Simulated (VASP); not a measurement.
# Mg (Im-3m) in VASP: a series of runs

The runs below take Mg through single point, relaxation of cell and atoms, with PBEsol.

Everything below comes from runs of VASP 6.6.1. Logs are shortened: lines on timing, memory, paths and dates and some standing lists are left out, and cuts for length are marked.

**1. The cell of the first run**

The structure is cubic, space group Im-3m (No. 229). The conventional cell has a = 3.555 Å, b = 3.555 Å, c = 3.555 Å, α = 90.00°, β = 90.00°, γ = 90.00°. Within 4.1 Å of Mg (site symmetry m-3m) lie 14 Mg at 3.08 to 3.55 Å.

This isn't the form of Mg at room conditions, which is hcp.

**2. Single point, PBEsol**

INCAR reads:

```
PREC = Accurate
ENCUT = 520
EDIFF = 1E-6
ISMEAR = 0
SIGMA = 0.1
LREAL = F
LASPH = T
NELM = 80
ALGO = Fast
ISIF = 2
LWAVE = F
LCHARG = T
GGA = PS
LELF = T
LVHAR = T
NBANDS = 7
```

KPOINTS reads:

```
regular mesh
0
Gamma
  20 20 20
```

POSCAR reads:

```
Mg
1.0
   -1.7774002346      1.7774002346      1.7774002346
    1.7774002346     -1.7774002346      1.7774002346
    1.7774002346      1.7774002346     -1.7774002346
Mg
1
Direct
    0.0000000000      0.0000000000      0.0000000000
```

Potentials or basis: VASP PAW PBE potentials, release 64 (Mg).

Run with:

```bash
> cat potpaw_PBE.64/Mg/POTCAR > POTCAR
> mpirun -np 1 vasp_std > vasp.out
```

OUTCAR:

```text
PREC = Accurate
   ENCUT = 520
   EDIFF = 1E-6
   ISMEAR = 0
   LREAL = F
   LASPH = T
   NELM = 80
   ISIF = 2
   GGA = PS

 ion  position               nearest neighbor table
   1  0.000  0.000  0.000-

  LATTYP: Found a body centered cubic cell.
 ALAT       =     3.5548004692

  Lattice vectors:

 A1 = (  -1.7774002346,   1.7774002346,   1.7774002346)
 A2 = (   1.7774002346,  -1.7774002346,   1.7774002346)
 A3 = (   1.7774002346,   1.7774002346,  -1.7774002346)

Analysis of symmetry for initial positions (statically):
=====================================================================
 Subroutine PRICEL returns:
 Original cell was already a primitive cell.

 Routine SETGRP: Setting up the symmetry group for a
 body centered cubic supercell.

 Subroutine GETGRP returns: Found 48 space group operations
 (whereof 48 operations were pure point group operations)
 out of a pool of 48 trial point group operations.

The static configuration has the point symmetry O_h .

Analysis of symmetry for dynamics (positions and initial velocities):
=====================================================================
 Subroutine PRICEL returns:
 Original cell was already a primitive cell.

 Routine SETGRP: Setting up the symmetry group for a
 body centered cubic supercell.

 Subroutine GETGRP returns: Found 48 space group operations
 (whereof 48 operations were pure point group operations)
 out of a pool of 48 trial point group operations.

The dynamic configuration has the point symmetry O_h .

 Subroutine INISYM returns: Found 48 space group operations
 (whereof 48 operations are pure point group operations),
 and found     1 'primitive' translations

----------------------------------------------------------------------------------------

                                     Primitive cell

  volume of cell :      22.4603

  direct lattice vectors                    reciprocal lattice vectors
    -1.777400235  1.777400235  1.777400235     0.000000000  0.281309741  0.281309741
     1.777400235 -1.777400235  1.777400235     0.281309741  0.000000000  0.281309741
     1.777400235  1.777400235 -1.777400235     0.281309741  0.281309741  0.000000000

  length of vectors
     3.078547512  3.078547512  3.078547512     0.397832051  0.397832051  0.397832051

  position of ions in fractional coordinates (direct lattice)
     0.000000000  0.000000000  0.000000000

  ion indices of the primitive-cell ions
   primitive index   ion index
                 1           1

----------------------------------------------------------------------------------------

 KPOINTS: regular mesh

Automatic generation of k-mesh.
 Grid dimensions read from file:
 generate k-points for:   20   20   20

 Generating k-lattice:

  Cartesian coordinates                     Fractional coordinates (reciprocal lattice)
     0.000000000  0.014065487  0.014065487     0.050000000  0.000000000  0.000000000
     0.014065487  0.000000000  0.014065487     0.000000000  0.050000000  0.000000000
     0.014065487  0.014065487  0.000000000     0.000000000  0.000000000  0.050000000

  Length of vectors
     0.019891603  0.019891603  0.019891603

  Shift w.r.t. Gamma in fractional coordinates (k-lattice)
     0.000000000  0.000000000  0.000000000

 Subroutine IBZKPT returns following result:
 ===========================================

 Found    256 irreducible k-points:

 Following reciprocal coordinates:
            Coordinates               Weight
  0.000000  0.000000  0.000000      1.000000
  0.050000  0.000000  0.000000     12.000000
  0.100000  0.000000  0.000000     12.000000
  0.150000  0.000000  0.000000     12.000000
  0.200000  0.000000  0.000000     12.000000
  0.250000  0.000000  0.000000     12.000000
[... 16 lines left out ...]
  0.200000  0.100000  0.000000     48.000000
  0.250000  0.100000  0.000000     48.000000
 [... further k-points ...]
   k-points           NKPTS =    256   k-points in BZ     NKDIM =    256   number of bands    NBANDS=      7
   number of dos      NEDOS =    301   number of ions     NIONS =      1
   total plane-waves  NPLWV =  13824
   dimension x,y,z NGX =    24 NGY =   24 NGZ =   24
   dimension x,y,z NGXF=    48 NGYF=   48 NGZF=   48
   ions per type =               1
   NGX,Y,Z   is equivalent  to a cutoff of  12.96, 12.96, 12.96 a.u.
   NGXF,Y,Z  is equivalent  to a cutoff of  25.92, 25.92, 25.92 a.u.
 SYSTEM =  unknown system
   PREC   = accura    normal or accurate (medium, high low for compatibility)
   ISTART =      0    job   : 0-new  1-cont  2-samecut
   ICHARG =      2    charge: 1-file 2-atom 10-const
   ISPIN  =      1    spin polarized calculation?
   LNONCOLLINEAR =      F non collinear calculations
   LSORBIT =      F    spin-orbit coupling
   LASPH  =      T    aspherical Exc in radial PAW
   ENCUT  =  520.0 eV  38.22 Ry    6.18 a.u.   5.72  5.72  5.72*2*pi/ulx,y,z
   NELM   =     80;   NELMIN=  2; NELMDL= -5     # of ELM steps
   EDIFF  = 0.1E-05   stopping-criterion for ELM
   LREAL  =      F    real-space projection
   EDIFFG = 0.1E-04   stopping-criterion for IOM
   NSW    =      0    number of steps for IOM
   IBRION =     -1    ionic relax: 0-MD 1-quasi-New 2-CG
   NFREE  =      0    steps in history (QN), initial steepest desc. (CG)
   ISIF   =      2    stress and relaxation
   ISYM   =      2    0-nonsym 1-usesym 2-fastsym
   POTIM  = 0.5000    time-step for ionic-motion
   TEBEG  =    0.0;   TEEND  =   0.0 temperature during run
   PSTRESS=    0.0 pullay stress
   NELECT =       2.0000    total number of electrons
   NUPDOWN=      -1.0000    fix difference up-down
   EMIN   =  10.00;   EMAX   =-10.00  energy-range for DOS
   EFERMI =   0.00;   METHOD = LEGACY
   ISMEAR =     0;   SIGMA  =   0.10  broadening in eV -4-tet -1-fermi 0-gaus
   EFERMI_NEDOS =   21; number of points for ismear=-14 and -15
   IALGO  =     68    algorithm
   IMIX   =      4    mixing-type and parameters
     AMIX     =   0.40;   BMIX     =  1.00
     AMIX_MAG =   1.60;   BMIX_MAG =  1.00
  volume/ion in A,a.u.               =      22.46       151.57
  Fermi-wavevector in a.u.,A,eV,Ry     =   0.731049  1.381482  7.271390  0.534432
  Thomas-Fermi vector in A             =   1.823169
   LORBIT       =      0    0 simple, 1 ext, 2 COOP (PROOUT), +10 PAW based schemes
   GGA     = PS    functional components
   LHFCALC =     F    Hartree Fock is set to
   AEXX    =    0.0000 exact exchange contribution
   IVDW    =     0    specifies the selected vdW correction
   LEPSILON=     F    determine dielectric tensor
   LRPA    =     F    only Hartree local field effects (RPA)
 non-spin polarized calculation
 RMM-DIIS sequential band-by-band and
 Gauss-broadening in eV      SIGMA  =   0.10
  energy-cutoff  :      520.00
  volume of cell :       22.46
 maximum number of plane-waves:       620
   NGX = 11   NGY = 11   NGZ = 11

 number of electron       2.0000000 magnetization

 Free energy of the ion-electron system (eV)
  ---------------------------------------------------
  ext. energy  EPLUGINS =         0.00000000
  ---------------------------------------------------
  free energy    TOTEN  =        -1.69753106 eV

  energy without entropy =       -1.69560285  energy(sigma->0) =       -1.69656695

 E-fermi :   2.7638     XC(G=0):  -8.6056

 val. band max:        2.7592985032   @ k =  -0.4000  -0.4000   0.0500
 cond. band min:       2.7653083520   @ k =  -0.4000  -0.4500   0.0500
 fundamental gap:      0.0060098488
 Fermi energy:         2.7638164226

 k-point     1 :       0.0000    0.0000    0.0000
  band No.  band energies     occupation
      1      -4.3138      2.00000
      2      15.8671      0.00000
      3      15.8671      0.00000
      4      15.8671      0.00000
      5      17.9146      0.00000
      6      17.9147      0.00000
      7      18.1178      0.00000

 k-point     2 :       0.0500    0.0000    0.0000
  band No.  band energies     occupation
      1      -4.2541      2.00000
      2      15.1318      0.00000
      3      15.5439      0.00000
      4      15.5653      0.00000
      5      17.1942      0.00000
      6      17.2807      0.00000
      7      18.2452      0.00000

 k-point     3 :       0.1000    0.0000    0.0000
  band No.  band energies     occupation
      1      -4.0751      2.00000
      2      13.5351      0.00000
      3      14.8624      0.00000
      4      14.9725      0.00000
      5      16.3551      0.00000
      6      16.8458      0.00000
      7      18.4061      0.00000

 k-point     4 :       0.1500    0.0000    0.0000
  band No.  band energies     occupation
      1      -3.7776      2.00000
      2      11.7870      0.00000
      3      14.1231      0.00000
      4      14.3585      0.00000
      5      15.5899      0.00000
      6      16.4424      0.00000
      7      18.7150      0.00000

 k-point     5 :       0.2000    0.0000    0.0000
  band No.  band energies     occupation
      1      -3.3627      2.00000
      2      10.0667      0.00000
      3      13.4331      0.00000
      4      13.7993      0.00000
      5      14.9204      0.00000
      6      16.0103      0.00000
      7      19.1057      0.00000

 k-point     6 :       0.2500    0.0000    0.0000
  band No.  band energies     occupation
      1      -2.8319      2.00000
      2       8.4165      0.00000
      3      12.8293      0.00000
      4      13.3171      0.00000
      5      14.3522      0.00000
      6      15.5799      0.00000
      7      19.6207      0.00000

 k-point     7 :       0.3000    0.0000    0.0000
  band No.  band energies     occupation
      1      -2.1874      2.00000
      2       6.8508      0.00000
      3      12.3263      0.00000
      4      12.9196      0.00000
      5      13.8872      0.00000
      6      15.1864      0.00000
      7      20.0983      0.00000
[... 121 lines left out ...]
 k-point    20 :       0.4500    0.0500    0.0000
  band No.  band energies     occupation
      1       0.9206      2.00000
      2       2.2098      2.00000
      3      10.6766      0.00000
      4      12.0828      0.00000
      5      13.4652      0.00000
      6      15.0524      0.00000
      7      21.5800      0.00000

 k-point    21 :       0.1000    0.1000    0.0000
  band No.  band energies     occupation
      1      -3.5996      2.00000
      2      11.6768      0.00000
      3      12.1944      0.00000
      4      14.0866      0.00000
      5      16.1552      0.00000
      6      16.8286      0.00000
      7      18.8756      0.00000

 k-point    22 :       0.1500    0.1000   -0.0000
  band No.  band energies     occupation
      1      -3.1854      2.00000
      2      10.1496      0.00000
      3      11.3490      0.00000
      4      13.5068      0.00000
      5      15.7945      0.00000
      6      16.8796      0.00000
      7      18.6088      0.00000

 k-point    23 :       0.2000    0.1000    0.0000
  band No.  band energies     occupation
      1      -2.6557      2.00000
      2       8.5411      0.00000
      3      10.7380      0.00000
      4      12.9888      0.00000
      5      15.3271      0.00000
      6      16.9711      0.00000
      7      18.4698      0.00000

 k-point    24 :       0.2500    0.1000    0.0000
  band No.  band energies     occupation
      1      -2.0124      2.00000
      2       6.9939      0.00000
      3      10.2465      0.00000
      4      12.5536      0.00000
      5      14.8982      0.00000
      6      16.8987      0.00000
      7      18.6814      0.00000

 [... further k-points ...]

------------------------ aborting loop because EDIFF is reached ----------------------------------------

  FORCE on cell =-STRESS in cart. coord.  units (eV):
  Direction    XX          YY          ZZ          XY          YZ          ZX
  --------------------------------------------------------------------------------------
  -------------------------------------------------------------------------------------
  Total       -0.0066089     -0.0066089     -0.0066089     -0.0000000      0.0000000     -0.0000000
  in kB       -0.4714409     -0.4714409     -0.4714409     -0.0000000      0.0000000     -0.0000000
  external PRESSURE =      -0.4714409 kB  Pullay stress =       0.0000000 kB

 VOLUME and BASIS-vectors are now :
 -----------------------------------------------------------------------------
  energy-cutoff  :      520.00
  volume of cell :       22.46
      direct lattice vectors                 reciprocal lattice vectors
    -1.777400235  1.777400235  1.777400235     0.000000000  0.281309741  0.281309741
     1.777400235 -1.777400235  1.777400235     0.281309741  0.000000000  0.281309741
     1.777400235  1.777400235 -1.777400235     0.281309741  0.281309741  0.000000000

 POSITION                                       TOTAL-FORCE (eV/Angst)
 -----------------------------------------------------------------------------------
      0.00000      0.00000      0.00000        -0.000000     -0.000000      0.000000
 -----------------------------------------------------------------------------------
    total drift:                                0.000000      0.000000      0.000000

  FREE ENERGIE OF THE ION-ELECTRON SYSTEM (eV)
  ---------------------------------------------------
  free  energy   TOTEN  =        -1.6975310578 eV

  energy  without entropy=       -1.6956028514  energy(sigma->0) =       -1.69656695
```

It took 30 s on 1 thread of Intel Xeon 8259CL, shared host; peak memory 0.17 GiB.

What came out:

```yaml
Free_energy: -1.6975 eV
Pressure: 0.0 GPa
Band_gap_on_the_k_mesh: zero (bands 1 and 2 overlap by 4.82 eV)
```

Levels at points of the mesh, in eV from the Fermi level:
```tsv
k point	band 1	band 2	band 3	band 4
(0.00, 0.00, 0.00)	-7.08	13.10	13.10	13.10
(0.50, 0.00, 0.00)	-1.56	-0.95	8.65	9.45
(0.50, 0.50, 0.50)	3.87	3.87	3.87	3.97
```

Caveat: the PAW data sets were made with another functional, which shifts forces and pressure a little.

(Part 1 of 3 ends here.)
